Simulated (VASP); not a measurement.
Write the native input for VASP 6.6.1 that does the following.

* Task: single point
* Functional: PBE
* Potentials or basis: VASP PAW PBE potentials, release 64 (Ba_sv, Ta_pv, Cu)
* Cutoff: 520 eV
* k mesh: 6 × 6 × 2
* Occupations: gaussian, width 0.1 eV
* Spin: no spin polarisation
* Dipole correction: no
* Further INCAR settings: ALGO = Fast; EDIFF = 1e-06; NBANDS = 30

The structure of BaTa2Cu lies in POSCAR:

```
BaTa2Cu
1.0
    3.5012198500      0.0000000000      0.0000000000
   -1.7506099200      3.0321453300      0.0000000000
    0.0000000000      0.0000000000     10.5504863900
Ba Ta Cu
1 2 1
Direct
    0.3333333300      0.6666666700      0.0000000000
    0.0000000000      0.0000000000      0.7007092000
    0.0000000000      0.0000000000      0.2992908000
    0.3333333300      0.6666666700      0.5000000000
```

The cell was generated, and may not be a known phase.

The input as run:

INCAR

```
PREC = Accurate
ENCUT = 520
EDIFF = 1E-6
ISMEAR = 0
SIGMA = 0.1
LREAL = False
LASPH = True
NELM = 100
ALGO = Fast
ISIF = 2
LWAVE = False
LCHARG = False
GGA = PE
NBANDS = 30
```

KPOINTS

```
regular mesh
0
Gamma
  6 6 2
```

Potentials or basis: VASP PAW PBE potentials, release 64 (Ba_sv, Ta_pv, Cu).

Launch:

```bash
$ cat potpaw_PBE.64/Ba_sv/POTCAR potpaw_PBE.64/Ta_pv/POTCAR potpaw_PBE.64/Cu/POTCAR > POTCAR
$ mpirun -np 1 vasp_std > vasp.out
```

It gave:

```json
{
  "Pressure": "-14.3 GPa",
  "Largest force": "0.845 eV/Å",
  "Band gap on the k mesh": "zero (an odd number of electrons rules out a gap without spin polarisation)"
}
```

Caveat: the cell stands under tension; spin-orbit coupling is left out, which moves the levels of the heavy elements.

Run time: 2.6 min on 1 thread of Oxide Virtual Turin-like Processor (shared host), peak memory 0.23 GiB.
